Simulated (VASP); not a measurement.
A run of VASP 6.6.1 is set up as follows.

The input INCAR:

```
SYSTEM = Sc3In
  PREC = Accurate
  ENCUT = 500
  EDIFF = 1E-6
  ISMEAR = 1
  SIGMA = 0.05
  LREAL = .False.
  LASPH = .True.
  NELM = 120
  ALGO = Normal
  ISIF = 2
  LWAVE = .False.
  LCHARG = .False.
  NBANDS = 106
  GGA_COMPAT = .False.
```

File KPOINTS:

```
regular mesh
0
Gamma
  1 1 2
  0 0 0
```

POSCAR

```
Sc3In
1.0
    9.0608176400      0.0000000000      0.0000000000
    0.0000000000      9.0608176400      0.0000000000
    0.0000000000      0.0000000000      4.5304088200
Sc In
12 4
Direct
    0.2500000000      0.2500000000      0.0000000000
    0.2500000000      0.0000000000      0.5000000000
    0.0000000000      0.2500000000      0.5000000000
    0.2500000000      0.7500000000      0.0000000000
    0.2500000000      0.5000000000      0.5000000000
    0.0000000000      0.7500000000      0.5000000000
    0.7500000000      0.2500000000      0.0000000000
    0.7500000000      0.0000000000      0.5000000000
    0.5000000000      0.2500000000      0.5000000000
    0.7500000000      0.7500000000      0.0000000000
    0.7500000000      0.5000000000      0.5000000000
    0.5000000000      0.7500000000      0.5000000000
    0.0000000000      0.0000000000      0.0000000000
    0.0000000000      0.5000000000      0.0000000000
    0.5000000000      0.0000000000      0.0000000000
    0.5000000000      0.5000000000      0.0000000000
```

Potentials or basis: VASP PAW LDA potentials, release 64 (Sc_sv, In_d).

The run is started by

```console
$ cat potpaw_LDA.64/Sc_sv/POTCAR potpaw_LDA.64/In_d/POTCAR > POTCAR
$ mpirun -np 1 vasp_std > vasp.out
```

Q: Estimate the pressure.

A: -6.8 GPa.

Q: What does it give for the band gap on the k mesh?

A: Zero (filled and empty bands touch).

Caveat: the k points lie up to 0.69 Å⁻¹ apart; spin-orbit coupling is left out, which moves the levels of the heavy elements.
